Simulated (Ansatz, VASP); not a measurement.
## Ta in VASP and in Ansatz

```
CELL_PARAMETERS angstrom
-1.62651 1.62651 1.65128
1.62651 -1.62651 1.65128
1.62651 1.62651 -1.65128
ATOMIC_POSITIONS crystal
Ta 0.00000 0.00000 0.00000
```

Change from the starting cell: strain -0.0150 x Voigt [1, 1, 0, 0, 0, 0], atoms carried along.

Alike in both runs: task single point; functional PBEsol; k mesh 20 × 20 × 20; occupations gaussian, width 0.15 eV; no spin polarisation.

|  | VASP | Ansatz |
| --- | --- | --- |
| version | VASP 6.6.1 | Ansatz 0.2.0 |
| potentials or method | VASP PAW PBE potentials, release 64 (Ta_pv), cutoff 520 eV | scalar-relativistic, plane waves, PAW |
| valence electrons in the cell | 11 | 13 |

VASP gave:

| Item | Value |
| --- | --- |
| gap on the k mesh at the Fermi level (eV) | none |
| pressure (GPa) | 2.7 |
| traceless stress, the component that is largest in VASP (GPa) | -1.33 |

Problem. Which values does Ansatz return?

Solution. gap on the k mesh at the Fermi level (eV): none; pressure (GPa): 2.5; traceless stress, the component that is largest in VASP (GPa): -1.33.

VASP's potentials were made for PBE, not for PBEsol. A gap of «none» marks a metal or a gap that the smearing closes. VASP's potentials hold 11 valence electrons a cell and Ansatz's 13, so a difference there can come from the potentials and not from the codes.

Spin-orbit coupling is off throughout.
